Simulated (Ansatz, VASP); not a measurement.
## KF in VASP and in Ansatz

```
K F
1.0
     0.00000    2.24165    2.24165
     2.24165    0.00000    2.24165
     2.24165    2.24165    0.00000
K F
1 1
Direct
  0.00000 0.00000 0.00000
  0.50000 0.50000 0.50000
```

Alike in both runs: task relaxation of cell and atoms; functional PBE; k mesh 16 × 16 × 16; occupations fermi-dirac, width 0.08 eV; no spin polarisation.

|  | VASP | Ansatz |
| --- | --- | --- |
| version | VASP 6.6.1 | Ansatz 0.2.0 |
| potentials or method | VASP PAW PBE potentials, release 64 (K_sv, F) | PAW with Ansatz's default frozen-core files, scalar-relativistic |
| plane-wave cutoff (eV) | 600 | 420 |
| valence electrons in the cell | 16 | 16 |

|  | VASP | Ansatz | Ansatz less VASP |
| --- | --- | --- | --- |
| relaxed volume (Å³/atom) | 18.66 | 19.90 | +1.241 |
| relaxed length of the cell vector where the two differ most in proportion (Å) | 3.751 | 3.832 | +0.0814 |

One of these differences is far larger than is usual between the two programs; its cause wasn't traced.

Noted on VASP's run: the volume moved by over 15 % at a fixed basis, so the end points are rough.
